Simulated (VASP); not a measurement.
Input of a VASP 6.6.1 run:

File INCAR:

```
  ALGO = Normal
  EDIFF = 1E-6
  ENCUT = 520
  GGA = PE
  ISIF = 2
  ISMEAR = -1
  LASPH = T
  LCHARG = F
  LREAL = F
  LWAVE = F
  NBANDS = 20
  NELM = 80
  PREC = Accurate
  SIGMA = 0.15
```

KPOINTS

```
k-points
0
Gamma
  5 5 5
```

File POSCAR:

```
GaC3
1.0
    3.1973800000      0.0041300000      0.0384800000
    0.0041300000      3.3283500000     -0.0125200000
    0.0384800000     -0.0125200000      3.2736300000
Ga C
1 3
Direct
    0.9882600000      0.0068400000      0.0279200000
    0.0150559957      0.4955120099      0.5081583918
    0.5025100000      0.9911900000      0.5325000000
    0.5101400000      0.4944500000      0.9800900000
```

Potentials or basis: VASP PAW PBE potentials, release 64 (Ga_d, C).

The run is started by

```console
$ cat potpaw_PBE.64/Ga_d/POTCAR potpaw_PBE.64/C/POTCAR > POTCAR
$ mpirun -np 1 vasp_std > vasp.out
```

Question: Predict the pressure.

Answer: 10.9 GPa.

Question: Predict the largest force.

Answer: 1.640 eV/Å.

Forces on the atoms (eV/Å):
```
Ga   0.089 -0.108  0.478
C    0.461  0.210  0.448
C   -0.461 -0.234  0.707
C   -0.089  0.133 -1.632
```

Caveat: the k points lie up to 0.39 Å⁻¹ apart; forces of over 1 eV/Å act on the atoms, so gaps and moduli don't describe the material at rest.
